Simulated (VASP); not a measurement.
Write the native input for VASP 6.6.1 that does the following.

```
Task                   : single point
Functional             : PBE
Potentials or basis    : VASP PAW PBE potentials, release 64 (Li_sv, F)
Cutoff                 : 520 eV
k mesh                 : 6 × 6 × 6
Occupations            : gaussian, width 0.01 eV
Spin                   : no spin polarisation
Dipole correction      : no
Further INCAR settings : ALGO = Normal; EDIFF = 1e-06; NBANDS = 12
```

The structure of LiF lies in POSCAR:

```
LiF
1.0
    0.0000000000      1.9951010462      1.9951010462
    1.9951010462      0.0000000000      1.9951010462
    1.9951010462      1.9951010462      0.0000000000
Li F
1 1
Direct
    0.0000000000      0.0000000000      0.0000000000
    0.5000000000      0.5000000000      0.5000000000
```

These files were run (other wordings do the same):

INCAR

```
SYSTEM = LiF
PREC = Accurate
ENCUT = 520
EDIFF = 1E-6
ISMEAR = 0
SIGMA = 0.01
LREAL = .False.
LASPH = .True.
NELM = 80
ALGO = Normal
ISIF = 2
LWAVE = .False.
LCHARG = .True.
GGA = PE
LELF = .True.
LVHAR = .True.
NBANDS = 12
```

KPOINTS

```
Automatic mesh
0
Gamma
  6 6 6
  0 0 0
```

Potentials or basis: VASP PAW PBE potentials, release 64 (Li_sv, F).

Command:

```bash
$ cat potpaw_PBE.64/Li_sv/POTCAR potpaw_PBE.64/F/POTCAR > POTCAR
$ mpirun -np 1 vasp_std > vasp.out
```

It gave:

```yaml
Band_gap_on_the_k_mesh: 9.35 eV, direct
```

Caveat: the k points lie up to 0.45 Å⁻¹ apart.

Run time: 3.8 s on 1 thread of Intel(R) Xeon(R) Platinum 8375C CPU @ 2.90GHz (Ice Lake), with other jobs on the host, peak memory 0.13 GiB.
